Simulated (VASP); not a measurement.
The system is MnO2.

```xyz
3
Lattice="2.8566 0.0000 0.0000 -1.4283 2.4739 0.0000 0.0000 0.0000 4.6014" Properties=species:S:1:pos:R:3 pbc="T T T"
Mn    0.0000    0.0000    2.3007
O     0.0000    1.6492    3.2499
O     1.4283    0.8246    1.3515
```

* Program: VASP 6.6.1
* Task: relaxation of cell and atoms
* Functional: RPBE
* Dispersion: D3(BJ)
* Potentials or basis: VASP PAW PBE potentials, release 64 (Mn_sv, O)
* Cutoff: 700 eV
* k mesh: 11 × 11 × 6
* Occupations: fermi-dirac, width 0.05 eV
* Spin: collinear spin, ferromagnetic start
* Starting moments: [4.0, 0.0, 0.0] μB

At the start: pressure 1.5 GPa; volume 10.84 Å³/atom.

Question: How do energy, volume and symmetry change on relaxing?

Answer: Over 17 steps the energy falls by 2.8 meV/atom and the volume is 10.66 Å³/atom (-1.6 %); space group P-3m1 (No. 164, to 0.1 Å) before and after; moment 3.00 μB per cell.

Step by step:
```tsv
step	energy change (eV)	largest force (eV/Å)	pressure (GPa)	volume (Å³)
1	0.0000	0.3732	1.49	32.52
2	-0.0013	0.2115	-3.40	32.99
3	-0.0053	0.0546	-1.19	32.77
4	-0.0073	0.0162	-0.19	32.52
5	-0.0074	0.0141	-0.12	32.51
6	-0.0075	0.0214	-0.05	32.46
7	-0.0077	0.0435	0.19	32.34
8	-0.0078	0.0874	0.68	32.10
9	-0.0079	0.0745	0.54	32.17
10	-0.0079	0.0724	0.50	32.16
11	-0.0080	0.0649	0.43	32.14
12	-0.0081	0.0505	0.26	32.11
13	-0.0082	0.0217	-0.04	32.04
14	-0.0082	0.0176	-0.10	32.03
15	-0.0082	0.0158	-0.11	32.03
16	-0.0083	0.0136	-0.11	32.02
17	-0.0083	0.0068	-0.05	31.99
```

Final structure:
```
CELL_PARAMETERS angstrom
2.84841 0.00000 0.00000
-1.42420 2.46679 0.00000
0.00000 0.00000 4.55254
ATOMIC_POSITIONS crystal
Mn 0.00000 0.00000 0.50000
O 0.33333 0.66667 0.71311
O 0.66667 0.33333 0.28689
```

Caveat: the PAW data sets were made with another functional, which shifts forces and pressure a little; a cell with one magnetic atom can't hold antiferromagnetic order, which such compounds often take.
